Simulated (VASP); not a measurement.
The system is Pd.

```
Pd
1.0
     0.00000    2.70823    2.70823
     2.70823    0.00000    2.70823
     2.70823    2.70823    0.00000
Pd
2
Direct
  0.12500 0.12500 0.12500
  0.87500 0.87500 0.87500
```

* Program: VASP 6.6.1
* Task: relaxation of cell and atoms
* Functional: PBE
* Potentials or basis: VASP PAW PBE potentials, release 64 (Pd)
* Cutoff: 600 eV
* k mesh: 10 × 10 × 10
* Occupations: fermi-dirac, width 0.1 eV
* Spin: no spin polarisation

At the start: pressure 23.7 GPa; volume 19.86 Å³/atom.

Problem. Where does the relaxation end?

Solution. Over 4 steps the energy falls by 270.5 meV/atom and the volume is 24.40 Å³/atom (+22.8 %); space group Fd-3m (No. 227, to 0.05 Å).

The path:
| step | energy change (eV) | largest force (eV/Å) | pressure (GPa) | volume (Å³) |
| --- | --- | --- | --- | --- |
| 1 | 0.0000 | 0.0000 | 23.67 | 39.73 |
| 2 | -0.2488 | 0.0000 | -7.43 | 59.10 |
| 3 | -0.5409 | 0.0000 | -0.19 | 48.99 |
| 4 | -0.5410 | 0.0000 | 0.06 | 48.79 |

Final structure:
```yaml
crystal:
  lattice:
    - [0.00000, 2.90033, 2.90033]
    - [2.90033, 0.00000, 2.90033]
    - [2.90033, 2.90033, 0.00000]
  atoms:
    - { symbol: Pd, position: [0.12500, 0.12500, 0.12500] }
    - { symbol: Pd, position: [0.87500, 0.87500, 0.87500] }
```

Caveat: the volume moved by over 15 % at a fixed basis, so the end points are rough.
